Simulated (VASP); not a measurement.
As: single point with PBEsol

Crystal: As.

```xyz
1
Lattice="3.0223 0.0000 0.0000 0.0000 3.0223 0.0000 0.0000 0.0000 3.0223" Properties=species:S:1:pos:R:3 pbc="T T T"
As    0.0000    0.0000    0.0000
```

This cell differs from its parent crystal: Sb replaced by As, lengths x 0.914, strained.

```json
{"Program": "VASP 6.6.1", "Task": "single point", "Functional": "PBEsol", "Potentials or basis": "VASP PAW PBE potentials, release 64 (As)", "Cutoff": "500 eV", "k mesh": "6 × 6 × 6", "Occupations": "gaussian, width 0.1 eV", "Spin": "no spin polarisation", "Dipole correction": "no", "Further INCAR settings": "ALGO = Normal; EDIFF = 1e-06; NBANDS = 8"}
```

```json
{"Pressure": "-14.2 GPa"}
```

Levels at points of the mesh, in eV from the Fermi level:
```
           k point  band 1  band 2  band 3  band 4  band 5  band 6  band 7
(0.00, 0.00, 0.00)  -12.68    2.78    2.78    2.78    7.62    8.02    8.02
(0.50, 0.00, 0.00)  -10.79   -4.86    4.12    4.12   10.05   11.07   11.86
(0.50, 0.50, 0.00)   -8.93   -3.04   -3.04    3.44    5.32   13.02   15.09
(0.50, 0.50, 0.50)   -7.04   -1.44   -1.44   -1.44    6.13    6.13    6.13
```

It took 7.4 s on 1 thread of Intel Xeon 8259CL, with other jobs on the host, peak memory 0.13 GiB.

Caveat: the cell differs from its parent crystal (Sb replaced by As, lengths x 0.914, strained); the PAW data sets were made with another functional, which shifts forces and pressure a little.
